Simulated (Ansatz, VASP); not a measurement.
## Two plane-wave programs on TiAl3

```
CELL_PARAMETERS angstrom
3.95567 0.00000 0.00000
0.00000 3.95567 0.00000
0.00000 0.00000 3.95567
ATOMIC_POSITIONS crystal
Ti 0.00000 0.00000 0.00000
Al 0.50000 0.50000 0.00000
Al 0.50000 0.00000 0.50000
Al 0.00000 0.50000 0.50000
```

Alike in both runs: task relaxation of cell and atoms; functional PBE; dispersion D3(BJ); k mesh 10 × 10 × 10; occupations gaussian, width 0.1 eV; no spin polarisation.

```csv
,VASP,Ansatz
version,VASP 6.6.1,Ansatz 0.2.0
potentials or method,"VASP PAW PBE potentials, release 64 (Ti_sv, Al), cutoff 600 eV","scalar-relativistic, plane waves, PAW"
valence electrons in the cell,21,21
```

|  | VASP | Ansatz | Ansatz less VASP |
| --- | --- | --- | --- |
| gap on the k mesh at the Fermi level, each at its own relaxed structure (eV) | none | none | - |
| relaxed volume (Å³/atom) | 15.11 | 15.10 | -0.002 |
| relaxed cell length with the largest relative difference (Å) | 3.924 | 3.924 | -0.0002 |

A gap of «none» marks a metal or a gap that the smearing closes.
